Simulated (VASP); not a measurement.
Wanted: the native input for a VASP 6.6.1 run.

| Property | Result |
| --- | --- |
| Task | single point |
| Functional | r2SCAN |
| Dispersion | D3(BJ) |
| Potentials or basis | VASP PAW PBE potentials, release 64 (F_h, H_h) |
| Cutoff | 1110 eV |
| k mesh | 1 × 1 × 1 |
| Occupations | fermi-dirac, width 0.02 eV |
| Spin | no spin polarisation |
| Dipole correction | no |
| Further INCAR settings | LREAL = Auto; ALGO = Normal; EDIFF = 1e-06; NBANDS = 46 |

HF:

```
F H
1.0
     6.68837    0.00000    0.00000
     0.00000    6.68837    0.00000
     0.00000    0.00000    6.68837
F H
8 8
Direct
  0.14630 0.20214 0.71146
  0.78515 0.13386 0.90173
  0.00631 0.71774 0.34514
  0.79217 0.66708 0.65650
  0.09467 0.97444 0.06199
  0.50724 0.30481 0.55739
  0.50082 0.88377 0.73622
  0.72297 0.28675 0.24857
  0.27558 0.20510 0.66015
  0.68157 0.08775 0.82430
  0.00766 0.81316 0.24175
  0.86976 0.69740 0.53841
  0.11704 0.03489 0.94039
  0.57497 0.31816 0.43594
  0.58789 0.77656 0.70778
  0.73943 0.24601 0.11326
```

These files were run (other wordings do the same):

POSCAR

```
HF
1.0
    6.6883740000      0.0000000000      0.0000000000
    0.0000000000      6.6883740000      0.0000000000
    0.0000000000      0.0000000000      6.6883740000
F H
8 8
Direct
    0.1462986370      0.2021418061      0.7114584202
    0.7851534618      0.1338591413      0.9017288806
    0.0063094558      0.7177379734      0.3451362020
    0.7921656295      0.6670829113      0.6564973789
    0.0946717393      0.9744371352      1.0619920477
    0.5072383811      0.3048125000      0.5573850984
    0.5008242661      0.8837723489      0.7362178012
    0.7229709343      0.2867513091      0.2485656454
    0.2755826753      0.2051021668      0.6601455002
    0.6815707375      0.0877492796      0.8242960098
    0.0076550743      0.8131572786      0.2417478448
    0.8697629648      0.6974041822      0.5384118771
    0.1170389096      1.0348853099      0.9403929864
    0.5749678472      0.3181640261      0.4359355503
    0.5878857851      0.7765564545      0.7077803963
    0.7394323344      0.2460089702      0.1132562264
```

INCAR.step1

```
SYSTEM = HF
ALGO = Normal
EDIFF = 1E-5
ENCUT = 1110
GGA = PE
GGA_COMPAT = .FALSE.
ISMEAR = -1
LASPH = .TRUE.
LCHARG = .FALSE.
LREAL = Auto
LWAVE = .TRUE.
NBANDS = 46
NELM = 120
PREC = Accurate
SIGMA = 0.02
```

INCAR.step2

```
SYSTEM = HF
ALGO = Normal
EDIFF = 1E-6
ENCUT = 1110
GGA_COMPAT = .FALSE.
ISIF = 2
ISMEAR = -1
ISTART = 1
IVDW = 12
LASPH = .TRUE.
LCHARG = .FALSE.
LMIXTAU = .TRUE.
LREAL = Auto
LWAVE = .FALSE.
METAGGA = R2SCAN
NBANDS = 46
NELM = 120
PREC = Accurate
SIGMA = 0.02
VDW_A1 = 0.49484001
VDW_A2 = 5.73083694
VDW_S6 = 1.0
VDW_S8 = 0.78981345
```

KPOINTS

```
k-points
0
G
  1 1 1
  0 0 0
```

Potentials or basis: VASP PAW PBE potentials, release 64 (F_h, H_h).

Command:

```sh
$ cat potpaw_PBE.64/F_h/POTCAR potpaw_PBE.64/H_h/POTCAR > POTCAR
$ cp INCAR.step1 INCAR
$ mpirun -np 1 vasp_gam > vasp.out
$ cp INCAR.step2 INCAR
$ mpirun -np 1 vasp_gam > vasp.out
```

Results of the run:

```
Pressure                   : -0.3 GPa
Largest force              : 1.332 eV/Å
Dispersion energy per atom : -0.008 eV
```

Caveat: the k points lie up to 0.94 Å⁻¹ apart, too coarse for converged energies, forces and pressures; the atoms stand as in a frame of molecular dynamics; the PAW data sets were made with another functional, which shifts forces and pressure a little.

Wall time 4.3 min on 1 thread of Intel(R) Xeon(R) Platinum 8559C (Emerald Rapids) (shared host), peak memory 1 GiB.
